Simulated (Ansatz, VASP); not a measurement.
Te: VASP beside Ansatz

```
Te
1.0
     4.45400    0.00000    0.00000
    -2.22700    3.85728    0.00000
     0.00000    0.00000    5.92400
Te
3
Direct
  0.73100 0.73100 0.00000
  0.00000 0.26900 0.66667
  0.26900 0.00000 0.33333
```

Alike in both runs: functional r2SCAN0; k mesh 4 × 4 × 3; occupations fermi-dirac, width 0.05 eV; no spin polarisation.

|  | VASP | Ansatz |
| --- | --- | --- |
| version | VASP 6.6.1 | Ansatz 0.2.0 |
| potentials or method | VASP PAW PBE potentials, release 64 (Te) | Ansatz PAW |
| plane-wave cutoff (eV) | 520 | 500 |
| valence electrons in the cell | 18 | 48 |
| task | single point | band structure |

VASP gave:

```
gap on the k mesh at the Fermi level (eV)                     : 2.04
pressure (GPa)                                                : -0.9
traceless stress, the component that is largest in VASP (GPa) : -1.04
rms of the force components (eV/Å)                            : 0.305
```

**Question.** Which values does Ansatz return?

**Answer.** gap on the k mesh at the Fermi level (eV): 1.98; pressure (GPa): -0.3; traceless stress, the component that is largest in VASP (GPa): -0.90; rms of the force components (eV/Å): 0.307.

VASP's potentials were made for PBE, not for r2SCAN0. Atom by atom the forces differ by 0.002 eV/Å (rms over components). VASP's potentials hold 18 valence electrons a cell and Ansatz's 48, so a difference there can come from the potentials and not from the codes.

Spin-orbit coupling is off throughout.
